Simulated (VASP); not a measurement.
A run of VASP 6.6.1 is set up as follows.

Contents of POSCAR:

```
CaO
1.0
    0.0000000000      2.3650220457      2.3650220457
    2.3650220457      0.0000000000      2.3650220457
    2.3650220457      2.3650220457      0.0000000000
Ca O
1 1
Direct
    0.5000000000      0.5000000000      0.5000000000
    0.0000000000      0.0000000000      0.0000000000
```

Contents of INCAR.step1:

```
PREC = Accurate ; ENCUT = 520
ISMEAR = 0 ; SIGMA = 0.05
LREAL = F ; LASPH = T
NELM = 100 ; NBANDS = 15
GGA = PE ; ALGO = Normal
EDIFF = 1E-4 ; LWAVE = T
LCHARG = F
```

File INCAR.step2:

```
PREC = Accurate ; ENCUT = 520
EDIFF = 1E-6 ; ISMEAR = 0
SIGMA = 0.05 ; LREAL = F
LASPH = T ; NELM = 100
ALGO = Normal ; ISIF = 2
LWAVE = F ; LCHARG = F
METAGGA = R2SCAN ; LMIXTAU = T
NBANDS = 15 ; ISTART = 1
```

File KPOINTS:

```
Automatic mesh
0
Gamma
  8 8 8
```

Potentials or basis: VASP PAW PBE potentials, release 64 (Ca_sv, O).

Run with:

```console
$ cat potpaw_PBE.64/Ca_sv/POTCAR potpaw_PBE.64/O/POTCAR > POTCAR
$ cp INCAR.step1 INCAR
$ mpirun -np 1 vasp_std > vasp.out
$ cp INCAR.step2 INCAR
$ mpirun -np 1 vasp_std > vasp.out
```

Question: What does it give for the band gap on the k mesh?

Answer: 4.17 eV, indirect (least direct gap 4.53 eV).

Question: Estimate the pressure.

Answer: 6.5 GPa.

Caveat: the PAW data sets were made with another functional, which shifts forces and pressure a little. A k mesh can miss the band edges.
